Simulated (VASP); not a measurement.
Here is a VASP 6.6.1 calculation.

Contents of INCAR:

```
SYSTEM = Ti
PREC = Accurate
ENCUT = 520
EDIFF = 1E-6
ISMEAR = 0
SIGMA = 0.15
LREAL = .FALSE.
LASPH = .TRUE.
NELM = 100
ALGO = Fast
ISIF = 2
LWAVE = .FALSE.
LCHARG = .TRUE.
GGA = PS
LELF = .TRUE.
LVHAR = .TRUE.
NBANDS = 19
```

Contents of KPOINTS:

```
regular mesh
0
G
  14 14 14
  0 0 0
```

Contents of POSCAR:

```
Ti
1.0
    0.0000000000     -3.2099008398      0.0000000000
   -3.2099008398      0.0000000000      0.0000000000
    0.0000000000      0.0000000000     -3.2099008398
Ti
2
Direct
    0.5000000000      0.5343935858      0.5000000000
    0.0000000000     -0.0343935858      0.0000000000
```

Potentials or basis: VASP PAW PBE potentials, release 64 (Ti_sv).

The run is started by

```bash
$ cat potpaw_PBE.64/Ti_sv/POTCAR > POTCAR
$ mpirun -np 1 vasp_std > vasp.out
```

Estimate the band gap on the k mesh.

zero (bands 12 and 13 overlap by 1.56 eV).

What does it give for the pressure?

1.1 GPa.

Predict the largest force.

1.095 eV/Å.

Forces in eV/Å, atoms in the order of the input:
```
Ti   1.095  0.000  0.000
Ti  -1.095  0.000  0.000
```

Caveat: the cell differs from its parent crystal (atoms displaced along a vibrational mode); the PAW data sets were made with another functional, which shifts forces and pressure a little.
